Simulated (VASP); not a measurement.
**NaF: single point with PBE**

Crystal: NaF.

```
CELL_PARAMETERS angstrom
3.17755 0.00000 0.00000
-1.58878 2.75184 0.00000
0.00000 0.00000 5.56763
ATOMIC_POSITIONS crystal
Na 0.00000 0.00000 0.00000
Na 0.00000 0.00000 0.50000
F 0.33333 0.66667 0.25000
F 0.66667 0.33333 0.75000
```

```json
{
  "Program": "VASP 6.6.1",
  "Task": "single point",
  "Functional": "PBE",
  "Potentials or basis": "VASP PAW PBE potentials, release 64 (Na_pv, F)",
  "Cutoff": "520 eV",
  "k mesh": "6 × 6 × 4",
  "Occupations": "gaussian, width 0.01 eV",
  "Spin": "no spin polarisation",
  "Dipole correction": "no",
  "Further INCAR settings": "ALGO = Normal; EDIFF = 1e-06; NBANDS = 22"
}
```

```yaml
Pressure: 3.5 GPa
Band_gap_on_the_k_mesh: 6.34 eV
```

Stress tensor (GPa, compression positive):
```
3.42 0.00 0.00
0.00 3.42 0.00
0.00 0.00 3.71
```

Levels at points of the mesh, in eV from the valence-band top:
| k point | band 10 | band 11 | band 12 | band 13 | band 14 | band 15 | band 16 | band 17 | band 18 | band 19 |
| --- | --- | --- | --- | --- | --- | --- | --- | --- | --- | --- |
| (0.00, 0.00, 0.00) | -0.21 | -0.21 | -0.21 | 0.00 | 0.00 | 6.34 | 10.84 | 12.09 | 17.12 | 20.15 |
| (0.50, 0.00, 0.00) | -1.18 | -0.81 | -0.57 | -0.39 | -0.30 | 10.86 | 12.37 | 13.73 | 14.21 | 14.42 |
| (0.00, 0.00, 0.50) | -1.08 | -0.10 | -0.10 | -0.10 | -0.10 | 8.12 | 8.12 | 14.86 | 14.86 | 20.26 |
| (0.50, 0.00, 0.50) | -1.52 | -0.54 | -0.54 | -0.34 | -0.34 | 11.86 | 11.86 | 13.00 | 13.00 | 15.83 |

Run time: 22 s on 1 thread of Intel Xeon 8259CL (shared host), peak memory 0.16 GiB.

Caveat: the cell stands under pressure.
